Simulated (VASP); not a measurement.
# LaHg (Pm-3m) in VASP: notebook, part 2 of 2

VASP 6.6.1.

## Step 4: Electric field gradients, LDA (volume scaled by 0.8)

The input, INCAR:

```
PREC = Accurate
ENCUT = 520
EDIFF = 1E-8
ISMEAR = -1
SIGMA = 0.05
LREAL = False
LASPH = True
NELM = 100
ALGO = Normal
ISIF = 2
LWAVE = False
LCHARG = False
LEFG = True
NBANDS = 18
```

The input, KPOINTS:

```
Automatic mesh
0
Gamma
  9 9 9
```

The input, POSCAR:

```
LaHg
1.0
    3.5870198506      0.0000000000      0.0000000000
    0.0000000000      3.5870198506      0.0000000000
    0.0000000000      0.0000000000      3.5870198506
La Hg
1 1
Direct
    0.5000000000      0.5000000000      0.5000000000
    0.0000000000      0.0000000000      0.0000000000
```

Potentials or basis: VASP PAW LDA potentials, release 64 (La, Hg).

Command:

```
$ cat potpaw_LDA.64/La/POTCAR potpaw_LDA.64/Hg/POTCAR > POTCAR
$ mpirun -np 1 vasp_std > vasp.out
```

OUTCAR:

```text
PREC = Accurate
   ENCUT = 520
   EDIFF = 1E-8
   ISMEAR = -1
   LREAL = False
   LASPH = True
   NELM = 100
   ISIF = 2

 ion  position               nearest neighbor table
   1  0.500  0.500  0.500-   2 3.11   2 3.11   2 3.11   2 3.11   2 3.11   2 3.11   2 3.11   2 3.11

   2  0.000  0.000  0.000-   1 3.11   1 3.11   1 3.11   1 3.11   1 3.11   1 3.11   1 3.11   1 3.11

  LATTYP: Found a simple cubic cell.
 ALAT       =     3.5870198506

  Lattice vectors:

 A1 = (   3.5870198506,   0.0000000000,   0.0000000000)
 A2 = (   0.0000000000,   3.5870198506,   0.0000000000)
 A3 = (   0.0000000000,   0.0000000000,   3.5870198506)

Analysis of symmetry for initial positions (statically):
=====================================================================
 Subroutine PRICEL returns:
 Original cell was already a primitive cell.

 Routine SETGRP: Setting up the symmetry group for a
 simple cubic supercell.

 Subroutine GETGRP returns: Found 48 space group operations
 (whereof 48 operations were pure point group operations)
[... 692 lines left out ...]
     3.587019851  0.000000000  0.000000000     0.278782957  0.000000000  0.000000000
     0.000000000  3.587019851  0.000000000     0.000000000  0.278782957  0.000000000
     0.000000000  0.000000000  3.587019851     0.000000000  0.000000000  0.278782957

 POSITION                                       TOTAL-FORCE (eV/Angst)
 -----------------------------------------------------------------------------------
      1.79351      1.79351      1.79351         0.000000      0.000000      0.000000
      0.00000      0.00000      0.00000         0.000000      0.000000      0.000000
 -----------------------------------------------------------------------------------
    total drift:                               -0.000000      0.000000      0.000000

  FREE ENERGIE OF THE ION-ELECTRON SYSTEM (eV)
  ---------------------------------------------------
  free  energy   TOTEN  =        -7.2834510875 eV

  energy  without entropy=       -7.2567175865  energy(sigma->0) =       -7.27008434

 Electric field gradients (V/A^2)
---------------------------------------------------------------------
 ion       V_xx      V_yy      V_zz      V_xy      V_xz      V_yz
---------------------------------------------------------------------
   1       0.000     0.000     0.000     0.000     0.000     0.000
   2       0.000     0.000     0.000     0.000     0.000    -0.000
---------------------------------------------------------------------

 Electric field gradients after diagonalization (V/A^2)
 (convention: |V_zz| > |V_xx| > |V_yy|)
----------------------------------------------------------------------
 ion       V_xx      V_yy      V_zz     asymmetry (V_yy - V_xx)/ V_zz
----------------------------------------------------------------------
   1       0.000     0.000     0.000      -0.116
   2       0.000     0.000     0.000      -0.330
----------------------------------------------------------------------

           NMR quadrupolar parameters

 Cq : quadrupolar parameter    Cq=e*Q*V_zz/h
 eta: asymmetry parameters     (V_yy - V_xx)/ V_zz
 Q  : nuclear electric quadrupole moment in mb (millibarn)
----------------------------------------------------------------------
 ion       Cq(MHz)       eta       Q (mb)
----------------------------------------------------------------------
   1       0.000      -0.116       1.000
   2       0.000      -0.330       1.000
----------------------------------------------------------------------
```

stdout:

```text
POSCAR found type information on POSCAR LaHg
 POSCAR found :  2 types and       2 ions
 scaLAPACK will be used
 LDA part: xc-table for (Slater(with rela. corr.)+CA(PZ))
 , standard interpolation
 POSCAR, INCAR and KPOINTS ok, starting setup
 FFT: planning ... GRIDC
 FFT: planning ... GRID_SOFT
 FFT: planning ... GRID
 WAVECAR not read
 entering main loop
ion   1

ion   2
```

It took 19 s on 1 thread of Intel Xeon Platinum 8488C (Sapphire Rapids), shared host; peak memory 0.17 GiB.

Results:

```
Free energy : -7.2835 eV
Pressure    : 16.3 GPa
```

Caveat: the cell differs from its parent crystal (volume scaled by 0.8); without QUAD_EFG the Cq values of the log hold for a quadrupole moment of 1 mb, not for the nuclei; spin-orbit coupling is left out, which moves the levels of the heavy elements.

## Step 5: Electric field gradients, LDA

This run uses another cell than the first one, of 28.85 Å³/atom, 1.818 times its volume.

The input, INCAR:

```
SYSTEM = LaHg
ALGO = Normal
EDIFF = 1E-8
ENCUT = 520
GGA = CA
ISIF = 2
ISMEAR = -1
LASPH = .TRUE.
LCHARG = .FALSE.
LEFG = .TRUE.
LREAL = .FALSE.
LWAVE = .FALSE.
NBANDS = 18
NELM = 60
PREC = Accurate
SIGMA = 0.05
```

The input, KPOINTS:

```
k-points
0
G
  9 9 9
  0 0 0
```

The input, POSCAR:

```
LaHg
1.0
    3.8640000000      0.0000000000      0.0000000000
    0.0000000000      3.8640000000      0.0000000000
    0.0000000000      0.0000000000      3.8640000000
La Hg
1 1
Direct
    0.5000000000      0.5000000000      0.5000000000
    0.0000000000      0.0000000000      0.0000000000
```

Potentials or basis: VASP PAW LDA potentials, release 64 (La, Hg).

Command:

```
$ cat potpaw_LDA.64/La/POTCAR potpaw_LDA.64/Hg/POTCAR > POTCAR
$ mpirun -np 1 vasp_std > vasp.out
```

OUTCAR:

```text
SYSTEM = LaHg
   EDIFF = 1E-8
   ENCUT = 520
   GGA = CA
   ISIF = 2
   ISMEAR = -1
   LASPH = .TRUE.
   LREAL = .FALSE.
   NELM = 60
   PREC = Accurate

 ion  position               nearest neighbor table
   1  0.500  0.500  0.500-   2 3.35   2 3.35   2 3.35   2 3.35   2 3.35   2 3.35   2 3.35   2 3.35

   2  0.000  0.000  0.000-   1 3.35   1 3.35   1 3.35   1 3.35   1 3.35   1 3.35   1 3.35   1 3.35

  LATTYP: Found a simple cubic cell.
 ALAT       =     3.8640000000

  Lattice vectors:

 A1 = (   3.8640000000,   0.0000000000,   0.0000000000)
[... 718 lines left out ...]
  free  energy   TOTEN  =        -7.6493681298 eV

  energy  without entropy=       -7.6233632748  energy(sigma->0) =       -7.63636570

 Electric field gradients (V/A^2)
---------------------------------------------------------------------
 ion       V_xx      V_yy      V_zz      V_xy      V_xz      V_yz
---------------------------------------------------------------------
   1       0.000     0.000     0.000     0.000    -0.000    -0.000
   2       0.000     0.000    -0.000    -0.000    -0.000    -0.000
---------------------------------------------------------------------

 Electric field gradients after diagonalization (V/A^2)
 (convention: |V_zz| > |V_xx| > |V_yy|)
----------------------------------------------------------------------
 ion       V_xx      V_yy      V_zz     asymmetry (V_yy - V_xx)/ V_zz
----------------------------------------------------------------------
   1       0.000     0.000     0.000      -0.400
   2      -0.000     0.000     0.000       1.176
----------------------------------------------------------------------

           NMR quadrupolar parameters

 Cq : quadrupolar parameter    Cq=e*Q*V_zz/h
 eta: asymmetry parameters     (V_yy - V_xx)/ V_zz
 Q  : nuclear electric quadrupole moment in mb (millibarn)
----------------------------------------------------------------------
 ion       Cq(MHz)       eta       Q (mb)
----------------------------------------------------------------------
   1       0.000      -0.400       1.000
   2       0.000       1.176       1.000
----------------------------------------------------------------------
```

It took 23 s on 1 thread of Intel Xeon Platinum 8488C (Sapphire Rapids), shared host; peak memory 0.19 GiB.

Results:

```yaml
Free_energy: -7.6494 eV
Pressure: -2.8 GPa
```

Levels at points of the mesh, in eV from the Fermi level:
| k point | band 9 | band 10 | band 11 | band 12 | band 13 | band 14 |
| --- | --- | --- | --- | --- | --- | --- |
| (0.00, 0.00, 0.00) | -7.15 | -7.01 | -0.05 | -0.05 | 1.33 | 1.33 |

Caveat: without QUAD_EFG the Cq values of the log hold for a quadrupole moment of 1 mb, not for the nuclei; spin-orbit coupling is left out, which moves the levels of the heavy elements.

## Step 6: Overview

| cell | gap on the mesh (eV) | pressure (GPa) |
| --- | --- | --- |
| a = 3.166 Å, 2 atoms | none | 119.2 |
| a = 3.511 Å, 2 atoms | none | 25.6 |
| a = 3.587 Å, 2 atoms | none | 16.3 |
| a = 3.864 Å, 2 atoms | none | -2.8 |

Alike in all rows: task electric field gradients; level LDA; potentials or basis VASP PAW LDA potentials, release 64 (La, Hg); no spin polarisation; k mesh 9 × 9 × 9; cutoff (eV) 520; smearing fermi-dirac 0.05 eV.

Caveats: spin-orbit coupling is left out, which moves the levels of the heavy elements.

Total energies depend on the potentials used, so only differences within one code and one set of settings carry meaning.
